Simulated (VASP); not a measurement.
Input of a VASP 6.6.1 run:

File POSCAR:

```
Te
1.0
    5.7576699577      0.0000000000      0.0000000000
   -2.8788349789      4.9862884500      0.0000000000
    0.0000000000      0.0000000000      3.0575735078
Te
3
Direct
    0.0000000000      0.0000000000      0.0000000000
    0.3333333333      0.6666666667      0.5000000000
    0.6666666667      0.3333333333      0.5000000000
```

The input INCAR.step1:

```
PREC     = Accurate       # precision mode
ENCUT    = 520            # plane-wave cutoff, eV
ISMEAR   = 0              # smearing method
SIGMA    = 0.1            # smearing width, eV
LREAL    = False          # projectors in reciprocal space
LASPH    = True           # aspherical terms in the spheres
NELM     = 100            # most SCF steps
NBANDS   = 16             # bands
GGA      = PE             # functional
ALGO     = Normal         # electronic algorithm
EDIFF    = 1E-4           # SCF threshold, eV
LWAVE    = True           # write WAVECAR
LCHARG   = False          # write CHGCAR
```

File INCAR.step2:

```
PREC     = Accurate       # precision mode
ENCUT    = 520            # plane-wave cutoff, eV
EDIFF    = 1E-6           # SCF threshold, eV
ISMEAR   = 0              # smearing method
SIGMA    = 0.1            # smearing width, eV
LREAL    = False          # projectors in reciprocal space
LASPH    = True           # aspherical terms in the spheres
NELM     = 100            # most SCF steps
ALGO     = Normal         # electronic algorithm
ISIF     = 2              # what is computed and relaxed
LWAVE    = False          # write WAVECAR
LCHARG   = False          # write CHGCAR
METAGGA  = R2SCAN         # meta-GGA
LMIXTAU  = True         
NBANDS   = 16             # bands
ISTART   = 1
```

Contents of KPOINTS:

```
regular mesh
0
Gamma
  6 6 6
```

Potentials or basis: VASP PAW PBE potentials, release 64 (Te).

Command:

```console
$ cat potpaw_PBE.64/Te/POTCAR > POTCAR
$ cp INCAR.step1 INCAR
$ mpirun -np 1 vasp_std > vasp.out
$ cp INCAR.step2 INCAR
$ mpirun -np 1 vasp_std > vasp.out
```

Estimate the band gap on the k mesh.

zero (bands 9 and 10 overlap by 4.26 eV).

What does it give for the pressure?

-0.1 GPa.

Stress tensor (GPa, compression positive):
```
-0.13  0.00  0.00
 0.00 -0.13  0.00
 0.00  0.00  0.00
```

Caveat: the PAW data sets were made with another functional, which shifts forces and pressure a little; spin-orbit coupling is left out, which moves the levels of the heavy elements.
